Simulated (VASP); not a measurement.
# HfO2: relaxation of cell and atoms with PBEsol

The system is HfO2.

```
Hf O
1.0
    -2.26135    2.26135    3.33702
     2.26135   -2.26135    3.33702
     2.26135    2.26135   -3.33702
Hf O
2 4
Direct
  0.00000 0.00000 0.00000
  0.75000 0.25000 0.50000
  0.37500 0.22179 0.34679
  0.97179 0.62500 0.84679
  0.77821 0.12500 0.15321
  0.87500 0.02821 0.65321
```

```json
{
 "Program": "VASP 6.6.1",
 "Task": "relaxation of cell and atoms",
 "Functional": "PBEsol",
 "Potentials or basis": "VASP PAW PBE potentials, release 64 (Hf_pv, O)",
 "Cutoff": "600 eV",
 "k mesh": "6 × 6 × 6",
 "Occupations": "fermi-dirac, width 0.03 eV",
 "Spin": "no spin polarisation",
 "Dipole correction": "no",
 "Further INCAR settings": "ALGO = Normal; EDIFF = 1e-06; IBRION = 2; EDIFFG = -0.01; NSW = 100; ISIF = 3"
}
```

```yaml
Relaxed_volume: 21.50 Å³/atom
Relaxed_cell: a = 5.741 Å, b = 5.741 Å, c = 5.741 Å, α = 122.23°, β = 122.23°, γ = 86.17°
Space_group_after_relaxing_to_0.05_Å: I-42d (No. 122)
Energy_gained_by_relaxing: 9434.2 meV/atom
Ionic_steps: 39
Pressure_after_relaxing: 0.0 GPa
Largest_force_after_relaxing: 0.004 eV/Å
Band_gap_on_the_k_mesh: 4.75 eV, indirect (least direct gap 4.78 eV)
```

Forces in eV/Å, atoms in the order of the input:
```
Hf   0.000  0.000  0.000
Hf   0.000  0.000  0.000
O    0.004  0.000  0.000
O    0.000  0.004  0.000
O    0.000 -0.004  0.000
O   -0.004  0.000  0.000
```

The path:
```tsv
step	energy change (eV)	largest force (eV/Å)	pressure (GPa)	volume (Å³)
1	0.0000	25.6973	413.92	68.26
2	181.9463	0.3945	-35.73	964.65
3	-17.2080	4.4540	-41.54	237.54
4	-33.1171	5.4474	-39.28	183.00
5	-51.6669	4.8566	-28.30	116.37
6	-55.2393	0.8057	5.78	90.19
7	-55.2509	1.3312	1.07	92.14
8	-55.2549	1.1838	2.30	91.57
9	-55.2533	1.0476	3.54	91.06
10	-55.4806	0.7571	4.69	93.58
11	-55.9753	0.0519	7.79	101.42
12	-56.3018	1.1322	11.30	118.39
13	-56.4100	0.8863	8.72	121.07
14	-56.5753	0.2283	1.66	129.35
15	-56.5797	0.1070	0.34	131.08
16	-56.5797	0.1258	0.55	130.82
17	-56.5810	0.1232	0.54	130.70
18	-56.5849	0.1144	0.57	130.34
19	-56.5913	0.0987	0.63	129.63
20	-56.5989	0.0615	0.71	128.21
21	-56.5945	0.0231	0.76	125.36
22	-56.6003	0.0384	0.78	127.21
23	-56.6005	0.1346	-0.77	128.49
24	-56.6020	0.0498	-0.11	127.86
25	-56.6020	0.0441	0.02	127.81
26	-56.6020	0.0476	0.01	127.84
27	-56.6029	0.0419	0.01	127.94
28	-56.6046	0.0243	0.05	128.25
29	-56.6039	0.0100	0.08	128.85
30	-56.6050	0.0100	0.04	128.48
31	-56.6050	0.0121	0.05	128.46
32	-56.6050	0.0242	-0.06	128.63
33	-56.6050	0.0272	-0.11	128.67
34	-56.6050	0.0259	-0.10	128.65
35	-56.6050	0.0242	-0.10	128.68
36	-56.6051	0.0245	-0.10	128.74
37	-56.6052	0.0202	-0.11	128.86
38	-56.6052	0.0135	-0.12	129.11
39	-56.6053	0.0043	0.04	128.99
```

Final structure:
```
Hf O
1.0
    -2.77324    2.77324    4.19303
     2.77324   -2.77324    4.19303
     2.77324    2.77324   -4.19303
Hf O
2 4
Direct
  0.00000 0.00000 0.00000
  0.75000 0.25000 0.50000
  0.37500 0.27424 0.39924
  0.02424 0.62500 0.89924
  0.72576 0.12500 0.10076
  0.87500 0.97576 0.60076
```

Levels at points of the mesh, in eV from the valence-band top:
```csv
k point,band 18,band 19,band 20,band 21,band 22,band 23,band 24,band 25,band 26
"(0.00, 0.00, 0.00)",-0.51,-0.51,-0.44,-0.03,-0.03,4.75,5.91,6.57,6.89
"(0.50, 0.00, 0.00)",-0.90,-0.66,-0.36,-0.17,-0.07,6.21,6.31,6.58,7.23
"(0.50, 0.50, 0.00)",-1.18,-1.02,-1.02,-0.12,-0.12,6.47,6.47,7.26,7.26
"(0.50, 0.50, 0.50)",-1.16,-0.27,-0.27,-0.02,-0.02,6.47,6.47,7.22,7.22
```

Wall time 46 min on 1 thread of AMD EPYC 7R13 Processor (Zen 3) (shared host), peak memory 0.25 GiB.

Caveat: the volume moved by over 15 % at a fixed basis, so the end points are rough; the PAW data sets were made with another functional, which shifts forces and pressure a little; spin-orbit coupling is left out, which moves the levels of the heavy elements. A k mesh can miss the band edges.
